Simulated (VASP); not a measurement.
Runs of VASP 6.6.1 on RbBr. The structure is that of space group P4/mmm (No. 123), or close to it. The cells are those of the table. 

| cell | gap on the mesh (eV) | pressure (GPa) |
| --- | --- | --- |
| a = 4.456, b = 4.456, c = 3.796 Å, 2 atoms | 3.12 | -0.2 |
| a = 4.291, b = 4.291, c = 3.961 Å, 2 atoms | (a) | 0.2 |
| a = 4.126, b = 4.126, c = 3.796 Å, 2 atoms | (b) | 2.7 |
| a = 4.456, b = 4.456, c = 4.126 Å, 2 atoms | 3.37 | -1.1 |
| a = 3.961, b = 3.961, c = 4.456 Å, 2 atoms | 3.71 | 0.9 |

Alike in all rows: task single point; level PBE; potentials or basis VASP PAW PBE potentials, release 64 (Rb_sv, Br); no spin polarisation; k mesh 6 × 6 × 6; cutoff (eV) 520; smearing gaussian 0.05 eV.

Problem. Fill in the values left out.

Solution. (a) 3.65; (b) 4.00.

A k mesh can miss the band edges, and the runs leave out spin-orbit coupling on Br, Rb.
